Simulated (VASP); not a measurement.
# Ga (P-1) in VASP: single point with PBE

Aim: the single point of Ga with PBE.

All numbers are computed with VASP 6.6.1; they aren't measurements. Logs are shortened: lines on timing, memory, paths and dates and some standing lists are left out, and cuts for length are marked.

## 1. The cell of the first run

The typed cell holds 2 atoms: a = 2.851 Å, b = 3.302 Å, c = 4.262 Å, α = 92.77°, β = 108.79°, γ = 87.75°.

## 2. Single point, PBE (atoms moved at random and the cell strained at random)

Contents of INCAR:

```
ALGO = Fast ; EDIFF = 1E-6
ENCUT = 520 ; GGA = PE
ISIF = 2 ; ISMEAR = 0
LASPH = True ; LCHARG = False
LREAL = False ; LWAVE = False
NBANDS = 20 ; NELM = 80
PREC = Accurate ; SIGMA = 0.1
```

Contents of KPOINTS:

```
k-points
0
Gamma
  14 12 10
```

Contents of POSCAR:

```
Ga
1.0
    2.8507721960      0.0555684417      0.0025839325
    0.0656321758      3.3006093049     -0.0621864866
   -1.3747030904     -0.1024842987      4.0333158176
Ga
2
Direct
    0.8731255638      0.2470288963      0.2446642348
    0.1268744362      0.7529711037      0.7553357652
```

Potentials or basis: VASP PAW PBE potentials, release 64 (Ga_d).

On the command line:

```
cat potpaw_PBE.64/Ga_d/POTCAR > POTCAR
mpirun -np 1 vasp_std > vasp.out
```

OUTCAR:

```text
EDIFF = 1E-6
   ENCUT = 520
   GGA = PE
   ISIF = 2
   ISMEAR = 0
   LASPH = True
   LREAL = False
   NELM = 80
   PREC = Accurate

 ion  position               nearest neighbor table
   1  0.873  0.247  0.245-   2 2.60   2 2.68   2 2.84
   2  0.127  0.753  0.755-   1 2.60   1 2.68   1 2.84

  LATTYP: Found a triclinic cell.
 ALAT       =     5.3622533505
 B/A-ratio  =     1.1037705955
 C/A-ratio  =     0.6157574485
 COS(alpha) =     0.0031418330
 COS(beta)  =     0.5983078164
 COS(gamma) =     0.7167100670

  Lattice vectors:

 A1 = (   1.5417012814,   3.2536934479,   3.9737132635)
 A2 = (   4.3268413016,   0.0086525847,   4.0384836826)
 A3 = (   0.0656321758,   3.3006093049,  -0.0621864866)

Analysis of symmetry for initial positions (statically):
=====================================================================
 Subroutine PRICEL returns:
 Original cell was already a primitive cell.

 Routine SETGRP: Setting up the symmetry group for a
 triclinic supercell.

 Subroutine GETGRP returns: Found  2 space group operations
 (whereof  2 operations were pure point group operations)
 out of a pool of  2 trial point group operations.

The static configuration has the point symmetry S_2 .

Analysis of symmetry for dynamics (positions and initial velocities):
=====================================================================
 Subroutine PRICEL returns:
 Original cell was already a primitive cell.

 Routine SETGRP: Setting up the symmetry group for a
 triclinic supercell.

 Subroutine GETGRP returns: Found  2 space group operations
 (whereof  2 operations were pure point group operations)
 out of a pool of  2 trial point group operations.

The dynamic configuration has the point symmetry S_2 .

 Subroutine INISYM returns: Found  2 space group operations
 (whereof  2 operations are pure point group operations),
 and found     1 'primitive' translations

----------------------------------------------------------------------------------------

                                     Primitive cell

  volume of cell :      37.9342

  direct lattice vectors                    reciprocal lattice vectors
     2.850772196  0.055568442  0.002583932     0.350765991 -0.004724690  0.119433961
[... 80 lines left out ...]
   ISPIN  =      1    spin polarized calculation?
   LNONCOLLINEAR =      F non collinear calculations
   LSORBIT =      F    spin-orbit coupling
   LASPH  =      T    aspherical Exc in radial PAW
   ENCUT  =  520.0 eV  38.22 Ry    6.18 a.u.   5.30  6.14  7.93*2*pi/ulx,y,z
   NELM   =     80;   NELMIN=  2; NELMDL= -5     # of ELM steps
   EDIFF  = 0.1E-05   stopping-criterion for ELM
   LREAL  =      F    real-space projection
   EDIFFG = 0.1E-04   stopping-criterion for IOM
   NSW    =      0    number of steps for IOM
   IBRION =     -1    ionic relax: 0-MD 1-quasi-New 2-CG
   NFREE  =      0    steps in history (QN), initial steepest desc. (CG)
   ISIF   =      2    stress and relaxation
   ISYM   =      2    0-nonsym 1-usesym 2-fastsym
   POTIM  = 0.5000    time-step for ionic-motion
   TEBEG  =    0.0;   TEEND  =   0.0 temperature during run
   PSTRESS=    0.0 pullay stress
   NELECT =      26.0000    total number of electrons
   NUPDOWN=      -1.0000    fix difference up-down
   EMIN   =  10.00;   EMAX   =-10.00  energy-range for DOS
   EFERMI =   0.00;   METHOD = LEGACY
   ISMEAR =     0;   SIGMA  =   0.10  broadening in eV -4-tet -1-fermi 0-gaus
   EFERMI_NEDOS =   21; number of points for ismear=-14 and -15
   IALGO  =     68    algorithm
   IMIX   =      4    mixing-type and parameters
     AMIX     =   0.40;   BMIX     =  1.00
     AMIX_MAG =   1.60;   BMIX_MAG =  1.00
  volume/ion in A,a.u.               =      18.97       128.00
  Fermi-wavevector in a.u.,A,eV,Ry     =   1.443408  2.727645 28.346724  2.083425
  Thomas-Fermi vector in A             =   2.561819
   LORBIT       =      0    0 simple, 1 ext, 2 COOP (PROOUT), +10 PAW based schemes
   GGA     = PE    functional components
   LHFCALC =     F    Hartree Fock is set to
   AEXX    =    0.0000 exact exchange contribution
   IVDW    =     0    specifies the selected vdW correction
   LEPSILON=     F    determine dielectric tensor
   LRPA    =     F    only Hartree local field effects (RPA)
 non-spin polarized calculation
 RMM-DIIS sequential band-by-band and
 Gauss-broadening in eV      SIGMA  =   0.10
  energy-cutoff  :      520.00
  volume of cell :       37.93
 maximum number of plane-waves:      1037
 NGX is ok and might be reduce to    24
   NGX = 11   NGY = 13   NGZ = 15

 number of electron      25.9999998 magnetization

 Free energy of the ion-electron system (eV)
  ---------------------------------------------------
  ext. energy  EPLUGINS =         0.00000000
  ---------------------------------------------------
  free energy    TOTEN  =        -5.74586928 eV

  energy without entropy =       -5.74162237  energy(sigma->0) =       -5.74374582

 E-fermi :   5.4395     XC(G=0): -10.9452

 val. band max:        5.4376512636   @ k =   0.5000   0.2500   0.5000
 cond. band min:       5.4398552993   @ k =  -0.3571   0.2500   0.4000
 fundamental gap:      0.0022040358
 Fermi energy:         5.4394958028

 k-point     1 :       0.0000    0.0000    0.0000
  band No.  band energies     occupation
      1      -9.7073      2.00000
      2      -9.6811      2.00000
      3      -9.6335      2.00000
      4      -9.5852      2.00000
      5      -9.3678      2.00000
      6      -9.3583      2.00000
[... 541 lines left out ...]
     19      14.6538      0.00000
     20      19.0213      0.00000

 [... further k-points ...]

------------------------ aborting loop because EDIFF is reached ----------------------------------------

  FORCE on cell =-STRESS in cart. coord.  units (eV):
  Direction    XX          YY          ZZ          XY          YZ          ZX
  --------------------------------------------------------------------------------------
  -------------------------------------------------------------------------------------
  Total       -0.2281870      0.3710264      0.4867366      0.0352306      0.2786336      0.0112439
  in kB       -9.6376361     15.6705569     20.5576585      1.4879892     11.7682846      0.4748941
  external PRESSURE =       8.8635264 kB  Pullay stress =       0.0000000 kB

 VOLUME and BASIS-vectors are now :
 -----------------------------------------------------------------------------
  energy-cutoff  :      520.00
  volume of cell :       37.93
      direct lattice vectors                 reciprocal lattice vectors
     2.850772196  0.055568442  0.002583932     0.350765991 -0.004724690  0.119433961
     0.065632176  3.300609305 -0.062186487    -0.005915240  0.303199153  0.005687988
    -1.374703090 -0.102484299  4.033315818    -0.000315920  0.004677813  0.247946145

 POSITION                                       TOTAL-FORCE (eV/Angst)
 -----------------------------------------------------------------------------------
      2.16895      0.83879      0.97370        -0.009196     -0.044875     -0.526326
     -0.62725      2.41490      3.00001         0.009196      0.044875      0.526326
 -----------------------------------------------------------------------------------
    total drift:                                0.000000     -0.000000     -0.000000

  FREE ENERGIE OF THE ION-ELECTRON SYSTEM (eV)
  ---------------------------------------------------
  free  energy   TOTEN  =        -5.7458692750 eV

  energy  without entropy=       -5.7416223696  energy(sigma->0) =       -5.74374582
```

stdout:

```text
POSCAR found type information on POSCAR Ga
 POSCAR found :  1 types and       2 ions
 scaLAPACK will be used
 LDA part: xc-table for (Slater+PW92), standard interpolation
 POSCAR, INCAR and KPOINTS ok, starting setup
 FFT: planning ... GRIDC
 FFT: planning ... GRID_SOFT
 FFT: planning ... GRID
 WAVECAR not read
 entering main loop
WARNING in EDDRMM: call to ZHEGV failed, returncode =   8  4     17
WARNING in EDDRMM: call to ZHEGV failed, returncode =   6  3     18
WARNING in EDDRMM: call to ZHEGV failed, returncode =   6  3     18
```

Wall time 6.8 min (1 thread of Intel Xeon Platinum 8259CL at 2.50GHz (Skylake/Cascade Lake), shared host); peak memory 0.56 GiB.

Results:

- Free energy: -5.7459 eV
- Pressure: 0.9 GPa
- Largest force: 0.528 eV/Å
- Band gap on the k mesh: zero (bands 13 and 14 overlap by 8.73 eV)

Forces on the atoms (eV/Å):
```
Ga  -0.009 -0.045 -0.526
Ga   0.009  0.045  0.526
```

Stress tensor (GPa, compression positive):
```
-0.96  0.15  0.05
 0.15  1.57  1.18
 0.05  1.18  2.06
```

Levels at points of the mesh, in eV from the Fermi level:
| k point | band 10 | band 11 | band 12 | band 13 | band 14 | band 15 | band 16 | band 17 |
| --- | --- | --- | --- | --- | --- | --- | --- | --- |
| (0.00, 0.00, 0.00) | -14.61 | -11.05 | -2.00 | -1.43 | 2.06 | 5.80 | 8.92 | 9.24 |
| (0.50, 0.00, 0.00) | -14.65 | -6.43 | -4.99 | -1.23 | -0.06 | 5.71 | 6.38 | 8.65 |
| (0.00, 0.50, 0.00) | -14.69 | -7.58 | -7.49 | 1.68 | 1.75 | 2.76 | 2.76 | 10.53 |
| (0.50, 0.50, 0.00) | -14.64 | -3.11 | -3.09 | -1.58 | -1.43 | 1.45 | 2.67 | 4.09 |
| (0.00, 0.00, 0.50) | -14.68 | -8.75 | -8.63 | 4.56 | 4.63 | 6.33 | 6.48 | 6.64 |
| (0.50, 0.00, 0.50) | -14.65 | -6.30 | -4.99 | -1.43 | -0.36 | 5.74 | 6.74 | 8.57 |
| (0.00, 0.50, 0.50) | -14.76 | -6.05 | -5.38 | -4.34 | -4.17 | 9.90 | 10.03 | 11.28 |
| (0.50, 0.50, 0.50) | -14.64 | -3.11 | -3.02 | -1.54 | -1.24 | 1.79 | 1.79 | 4.38 |

Caveat: the cell differs from its parent crystal (atoms moved at random and the cell strained at random).
